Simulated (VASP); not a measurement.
Input of a VASP 6.6.1 run:

The input POSCAR:

```
KI
1.0
    0.0000000000      3.5716460705      3.5716460705
    3.5716460705      0.0000000000      3.5716460705
    3.5716460705      3.5716460705      0.0000000000
K I
1 1
Direct
    0.0000000000      0.0000000000      0.0000000000
    0.5000000000      0.5000000000      0.5000000000
```

Contents of INCAR.step1:

```
SYSTEM = KI
PREC = Accurate ; ENCUT = 400
EDIFF = 1E-5 ; ISMEAR = -1
SIGMA = 0.02 ; LREAL = .False.
LASPH = .True. ; NELM = 120
ALGO = Normal ; ISIF = 2
LWAVE = .True. ; LCHARG = .False.
NBANDS = 15 ; GGA = PE
GGA_COMPAT = .False.
```

The input INCAR.step2:

```
SYSTEM = KI
PREC = Accurate ; ENCUT = 400
EDIFF = 1E-6 ; ISMEAR = -1
SIGMA = 0.02 ; LREAL = .False.
LASPH = .True. ; NELM = 120
ALGO = Normal ; ISIF = 2
LWAVE = .False. ; LCHARG = .False.
GGA = PE ; LHFCALC = .True.
HFSCREEN = 0.2079 ; PRECFOCK = Normal
NBANDS = 15 ; ISTART = 1
GGA_COMPAT = .False.
```

KPOINTS

```
Automatic mesh
0
Gamma
  4 4 4
  0 0 0
```

Potentials or basis: VASP PAW PBE potentials, release 64 (K_sv, I).

Launch:

```console
$ cat potpaw_PBE.64/K_sv/POTCAR potpaw_PBE.64/I/POTCAR > POTCAR
$ cp INCAR.step1 INCAR
$ mpirun -np 1 vasp_std > vasp.out
$ cp INCAR.step2 INCAR
$ mpirun -np 1 vasp_std > vasp.out
```

(1) What does it give for the band gap on the k mesh?

(2) What does it give for the pressure?

## Answers

(1) 4.87 eV.

(2) 0.0 GPa.

Caveat: the PAW data sets were made with another functional, which shifts forces and pressure a little; spin-orbit coupling is left out, which moves the levels of the heavy elements.
